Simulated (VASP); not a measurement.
# LiTa3O4 (P3m1) in VASP: further runs

The runs below take LiTa3O4 through single point, relaxation of cell and atoms, with PBE.

Everything below comes from runs of VASP 6.6.1. Logs are shortened: lines on timing, memory, paths and dates and some standing lists are left out, and cuts for length are marked.

## Step 1: The cell of the first run

The structure is trigonal, space group P3m1 (No. 156). Conventional cell: a = 2.981 Å, b = 2.981 Å, c = 12.711 Å, α = 90.00°, β = 90.00°, γ = 120.00°. Li (site symmetry 3m) has 4 O at 1.92 to 1.93 Å within 2.5 Å. Ta (site symmetry 3m) has 4 O at 2.00 to 2.19 Å within 2.7 Å. Within 2.7 Å of Ta (site symmetry 3m) lie 4 O at 2.03 to 2.15 Å. Within 2.4 Å of Ta (site symmetry 3m) lie 4 O at 1.83 to 2.24 Å. Within 2.6 Å of O (site symmetry 3m) lie 1 Li at 1.93 Å and 3 Ta at 2.15 Å. O (site symmetry 3m) has 4 Ta at 2.00 to 2.24 Å within 2.7 Å. Within 2.4 Å of O (site symmetry 3m) lie 1 Ta at 1.83 Å and 3 Li at 1.92 Å. O (site symmetry 3m) has 4 Ta at 2.03 to 2.19 Å within 2.7 Å.

## Step 2: Single point, PBE

INCAR reads:

```
  PREC = Accurate
  ENCUT = 520
  EDIFF = 1E-6
  ISMEAR = 0
  SIGMA = 0.2
  LREAL = F
  LASPH = T
  NELM = 60
  ALGO = Normal
  ISIF = 2
  LWAVE = F
  LCHARG = F
  GGA = PE
  NBANDS = 40
```

KPOINTS reads:

```
Automatic mesh
0
Gamma
  6 6 2
```

POSCAR reads:

```
LiTa3O4
1.0
    2.9813202243      0.0000000026      0.0000000000
   -1.4906601144      2.5818990497      0.0000000000
    0.0000000000      0.0000000000     12.7113187748
Li Ta O
1 3 4
Direct
    0.0000000000      0.0000000000      0.7528258414
    0.0000000000      0.0000000000      0.2724041517
    0.3333333333      0.6666666667      0.0055980289
    0.3333333333      0.6666666667      0.5427875033
    0.0000000000      0.0000000000      0.9045662291
    0.0000000000      0.0000000000      0.4300197863
    0.3333333333      0.6666666667      0.6865475494
    0.3333333333      0.6666666667      0.1652508999
```

Potentials or basis: VASP PAW PBE potentials, release 64 (Li_sv, Ta_pv, O).

On the command line:

```
> cat potpaw_PBE.64/Li_sv/POTCAR potpaw_PBE.64/Ta_pv/POTCAR potpaw_PBE.64/O/POTCAR > POTCAR
> mpirun -np 1 vasp_std > vasp.out
```

OUTCAR:

```text
PREC = Accurate
   ENCUT = 520
   EDIFF = 1E-6
   ISMEAR = 0
   LREAL = F
   LASPH = T
   NELM = 60
   ISIF = 2
   GGA = PE

 ion  position               nearest neighbor table
   1  0.000  0.000  0.753-   7 1.92   7 1.92   7 1.92   5 1.93
   2  0.000  0.000  0.272-   6 2.00   8 2.19   8 2.19   8 2.19
   3  0.333  0.667  0.006-   8 2.03   5 2.15   5 2.15   5 2.15
   4  0.333  0.667  0.543-   7 1.83   6 2.24   6 2.24   6 2.24
   5  0.000  0.000  0.905-   1 1.93   3 2.15   3 2.15   3 2.15
   6  0.000  0.000  0.430-   2 2.00   4 2.24   4 2.24   4 2.24
   7  0.333  0.667  0.687-   4 1.83   1 1.92   1 1.92   1 1.92
   8  0.333  0.667  0.165-   3 2.03   2 2.19   2 2.19   2 2.19

  LATTYP: Found a hexagonal cell.
 ALAT       =     2.9813202243
 C/A-ratio  =     4.2636542936

  Lattice vectors:

 A1 = (   2.9813202243,   0.0000000026,   0.0000000000)
 A2 = (  -1.4906601144,   2.5818990497,   0.0000000000)
 A3 = (   0.0000000000,   0.0000000000,  12.7113187748)

Analysis of symmetry for initial positions (statically):
=====================================================================
 Subroutine PRICEL returns:
 Original cell was already a primitive cell.

 Routine SETGRP: Setting up the symmetry group for a
 hexagonal supercell.

 Subroutine GETGRP returns: Found  6 space group operations
 (whereof  6 operations were pure point group operations)
 out of a pool of 24 trial point group operations.

The static configuration has the point symmetry C_3v.

Analysis of symmetry for dynamics (positions and initial velocities):
=====================================================================
 Subroutine PRICEL returns:
 Original cell was already a primitive cell.

 Routine SETGRP: Setting up the symmetry group for a
 hexagonal supercell.

 Subroutine GETGRP returns: Found  6 space group operations
 (whereof  6 operations were pure point group operations)
 out of a pool of 24 trial point group operations.

The dynamic configuration has the point symmetry C_3v.

 Subroutine INISYM returns: Found  6 space group operations
 (whereof  6 operations are pure point group operations),
 and found     1 'primitive' translations

----------------------------------------------------------------------------------------

                                     Primitive cell

  volume of cell :      97.8450

  direct lattice vectors                    reciprocal lattice vectors
     2.981320224  0.000000003  0.000000000     0.335421868  0.193655906  0.000000000
    -1.490660114  2.581899050  0.000000000    -0.000000000  0.387311812  0.000000000
     0.000000000  0.000000000 12.711318775     0.000000000  0.000000000  0.078670043

  length of vectors
     2.981320224  2.981320224 12.711318775     0.387311812  0.387311812  0.078670043

  position of ions in fractional coordinates (direct lattice)
     0.000000000  0.000000000  0.752825841
     0.000000000  0.000000000  0.272404152
     0.333333333  0.666666667  0.005598029
     0.333333333  0.666666667  0.542787503
     0.000000000  0.000000000  0.904566229
     0.000000000  0.000000000  0.430019786
     0.333333333  0.666666667  0.686547549
     0.333333333  0.666666667  0.165250900

  ion indices of the primitive-cell ions
   primitive index   ion index
                 1           1
                 2           2
                 3           3
                 4           4
                 5           5
                 6           6
                 7           7
                 8           8

----------------------------------------------------------------------------------------

 KPOINTS: Automatic mesh

Automatic generation of k-mesh.
 Grid dimensions read from file:
 generate k-points for:    6    6    2

 Generating k-lattice:

  Cartesian coordinates                     Fractional coordinates (reciprocal lattice)
     0.055903645  0.032275984  0.000000000     0.166666667 -0.000000000  0.000000000
    -0.000000000  0.064551969  0.000000000     0.000000000  0.166666667  0.000000000
     0.000000000  0.000000000  0.039335022     0.000000000  0.000000000  0.500000000

  Length of vectors
     0.064551969  0.064551969  0.039335022

  Shift w.r.t. Gamma in fractional coordinates (k-lattice)
     0.000000000  0.000000000  0.000000000

 Subroutine IBZKPT returns following result:
 ===========================================

 Found     14 irreducible k-points:

 Following reciprocal coordinates:
            Coordinates               Weight
  0.000000  0.000000  0.000000      1.000000
  0.166667  0.000000  0.000000      6.000000
  0.333333 -0.000000  0.000000      6.000000
  0.500000  0.000000  0.000000      3.000000
  0.166667  0.166667  0.000000      6.000000
  0.333333  0.166667  0.000000     12.000000
  0.333333  0.333333  0.000000      2.000000
  0.000000  0.000000  0.500000      1.000000
  0.166667  0.000000  0.500000      6.000000
  0.333333 -0.000000  0.500000      6.000000
  0.500000  0.000000  0.500000      3.000000
  0.166667  0.166667  0.500000      6.000000
  0.333333  0.166667  0.500000     12.000000
  0.333333  0.333333  0.500000      2.000000
   k-points           NKPTS =     14   k-points in BZ     NKDIM =     14   number of bands    NBANDS=     40
   number of dos      NEDOS =    301   number of ions     NIONS =      8
   total plane-waves  NPLWV =  55296
   dimension x,y,z NGX =    24 NGY =   24 NGZ =   96
   dimension x,y,z NGXF=    48 NGYF=   48 NGZF=  192
   ions per type =               1   3   4
   NGX,Y,Z   is equivalent  to a cutoff of  13.38, 13.38, 12.56 a.u.
   NGXF,Y,Z  is equivalent  to a cutoff of  26.77, 26.77, 25.11 a.u.
 SYSTEM =  unknown system
   PREC   = accura    normal or accurate (medium, high low for compatibility)
   ISTART =      0    job   : 0-new  1-cont  2-samecut
   ICHARG =      2    charge: 1-file 2-atom 10-const
   ISPIN  =      1    spin polarized calculation?
   LNONCOLLINEAR =      F non collinear calculations
   LSORBIT =      F    spin-orbit coupling
   LASPH  =      T    aspherical Exc in radial PAW
   ENCUT  =  520.0 eV  38.22 Ry    6.18 a.u.   5.54  5.54 23.63*2*pi/ulx,y,z
   NELM   =     60;   NELMIN=  2; NELMDL= -5     # of ELM steps
   EDIFF  = 0.1E-05   stopping-criterion for ELM
   LREAL  =      F    real-space projection
   EDIFFG = 0.1E-04   stopping-criterion for IOM
   NSW    =      0    number of steps for IOM
   IBRION =     -1    ionic relax: 0-MD 1-quasi-New 2-CG
   NFREE  =      0    steps in history (QN), initial steepest desc. (CG)
   ISIF   =      2    stress and relaxation
   ISYM   =      2    0-nonsym 1-usesym 2-fastsym
   POTIM  = 0.5000    time-step for ionic-motion
   TEBEG  =    0.0;   TEEND  =   0.0 temperature during run
   PSTRESS=    0.0 pullay stress
   NELECT =      60.0000    total number of electrons
   NUPDOWN=      -1.0000    fix difference up-down
   EMIN   =  10.00;   EMAX   =-10.00  energy-range for DOS
   EFERMI =   0.00;   METHOD = LEGACY
   ISMEAR =     0;   SIGMA  =   0.20  broadening in eV -4-tet -1-fermi 0-gaus
   EFERMI_NEDOS =   21; number of points for ismear=-14 and -15
   IALGO  =     38    algorithm
   IMIX   =      4    mixing-type and parameters
     AMIX     =   0.40;   BMIX     =  1.00
     AMIX_MAG =   1.60;   BMIX_MAG =  1.00
  volume/ion in A,a.u.               =      12.23        82.54
  Fermi-wavevector in a.u.,A,eV,Ry     =   1.390846  2.628318 26.319830  1.934453
  Thomas-Fermi vector in A             =   2.514742
   LORBIT       =      0    0 simple, 1 ext, 2 COOP (PROOUT), +10 PAW based schemes
   GGA     = PE    functional components
   LHFCALC =     F    Hartree Fock is set to
   AEXX    =    0.0000 exact exchange contribution
   IVDW    =     0    specifies the selected vdW correction
   LEPSILON=     F    determine dielectric tensor
   LRPA    =     F    only Hartree local field effects (RPA)
 non-spin polarized calculation
 Gauss-broadening in eV      SIGMA  =   0.20
  energy-cutoff  :      520.00
  volume of cell :       97.84
 maximum number of plane-waves:      2687
 NGX is ok and might be reduce to    24
   NGX = 11   NGY = 11   NGZ = 47

 number of electron      60.0000015 magnetization

 Free energy of the ion-electron system (eV)
  ---------------------------------------------------
  ext. energy  EPLUGINS =         0.00000000
  ---------------------------------------------------
  free energy    TOTEN  =       -71.87241599 eV

  energy without entropy =      -71.76216442  energy(sigma->0) =      -71.81729020

 E-fermi :   5.2802     XC(G=0): -11.4816

 val. band max:        5.2234145617   @ k =   0.1667   0.1667   0.0000
 cond. band min:       5.2881988190   @ k =   0.3333   0.1667   0.5000
 fundamental gap:      0.0647842573
 Fermi energy:         5.2802199949

 k-point     1 :       0.0000    0.0000    0.0000
  band No.  band energies     occupation
      1     -39.3200      2.00000
      2     -30.4393      2.00000
      3     -30.3352      2.00000
      4     -30.1183      2.00000
      5     -29.5372      2.00000
      6     -29.5372      2.00000
[... 32 lines left out ...]
     39       9.2705      0.00000
     40       9.3444      0.00000

 k-point     2 :       0.1667    0.0000    0.0000
  band No.  band energies     occupation
      1     -39.3140      2.00000
      2     -30.3949      2.00000
      3     -30.3027      2.00000
      4     -30.0840      2.00000
      5     -29.7502      2.00000
      6     -29.7458      2.00000
[... 32 lines left out ...]
     39       8.9571      0.00000
     40       9.5094      0.00000

 k-point     3 :       0.3333   -0.0000    0.0000
  band No.  band energies     occupation
      1     -39.3020      2.00000
      2     -30.3068      2.00000
      3     -30.2464      2.00000
      4     -30.1579      2.00000
      5     -30.1447      2.00000
      6     -30.0482      2.00000
[... 423 lines left out ...]
  band No.  band energies     occupation
      1     -39.2960      2.00000
      2     -30.2789      2.00000
      3     -30.2621      2.00000
      4     -30.2197      2.00000
      5     -30.2008      2.00000
      6     -30.1258      2.00000
[... 32 lines left out ...]
     39      10.4784      0.00000
     40      10.6221      0.00000

 k-point    14 :       0.3333    0.3333    0.5000
  band No.  band energies     occupation
      1     -39.2930      2.00000
      2     -30.2185      2.00000
      3     -30.2076      2.00000
      4     -30.1467      2.00000
      5     -30.1162      2.00000
      6     -30.0857      2.00000
[... 32 lines left out ...]
     39      10.1584      0.00000
     40      10.1927      0.00000

------------------------ aborting loop because EDIFF is reached ----------------------------------------

  FORCE on cell =-STRESS in cart. coord.  units (eV):
  Direction    XX          YY          ZZ          XY          YZ          ZX
  --------------------------------------------------------------------------------------
  -------------------------------------------------------------------------------------
  Total        0.0104684      0.0104684      0.7548118      0.0000000      0.0000000      0.0000000
  in kB        0.1714164      0.1714164     12.3597813      0.0000000      0.0000000      0.0000000
  external PRESSURE =       4.2342047 kB  Pullay stress =       0.0000000 kB

 VOLUME and BASIS-vectors are now :
 -----------------------------------------------------------------------------
  energy-cutoff  :      520.00
  volume of cell :       97.84
      direct lattice vectors                 reciprocal lattice vectors
     2.981320224  0.000000003  0.000000000     0.335421868  0.193655906  0.000000000
    -1.490660114  2.581899050  0.000000000    -0.000000000  0.387311812  0.000000000
     0.000000000  0.000000000 12.711318775     0.000000000  0.000000000  0.078670043

 POSITION                                       TOTAL-FORCE (eV/Angst)
 -----------------------------------------------------------------------------------
      0.00000      0.00000      9.56941        -0.000000     -0.000000      0.056843
      0.00000      0.00000      3.46262         0.000000     -0.000000      0.058016
     -0.00000      1.72127      0.07116         0.000000     -0.000000      0.042997
     -0.00000      1.72127      6.89954         0.000000     -0.000000     -0.192964
      0.00000      0.00000     11.49823         0.000000     -0.000000     -0.079197
      0.00000      0.00000      5.46612         0.000000     -0.000000      0.023590
     -0.00000      1.72127      8.72692         0.000000      0.000000      0.109340
     -0.00000      1.72127      2.10056        -0.000000     -0.000000     -0.018626
 -----------------------------------------------------------------------------------
    total drift:                                0.000000      0.000000      0.000944

  FREE ENERGIE OF THE ION-ELECTRON SYSTEM (eV)
  ---------------------------------------------------
  free  energy   TOTEN  =       -71.8724159904 eV

  energy  without entropy=      -71.7621644184  energy(sigma->0) =      -71.81729020
```

Wall time 43 s (1 thread of Intel Xeon 6975P-C (Granite Rapids), shared host); peak memory 0.24 GiB.

Results:

* Free energy: -71.8724 eV
* Largest force: 0.193 eV/Å
* Band gap on the k mesh: zero (band 30 reaches 5.81 eV, above the bottom of band 31 at 4.84 eV)

Forces on the atoms (eV/Å):
```
Li   0.000  0.000  0.057
Ta   0.000  0.000  0.058
Ta   0.000  0.000  0.043
Ta   0.000  0.000 -0.193
O    0.000  0.000 -0.079
O    0.000  0.000  0.024
O    0.000  0.000  0.109
O    0.000  0.000 -0.019
```

Caveat: the k points lie up to 0.41 Å⁻¹ apart; the cutoff is under 1.25 times the usual one of these potentials, so pressure, stress and relaxed cells hold a basis-set (Pulay) error; spin-orbit coupling is left out, which moves the levels of the heavy elements.

[end of part 1 of 2]
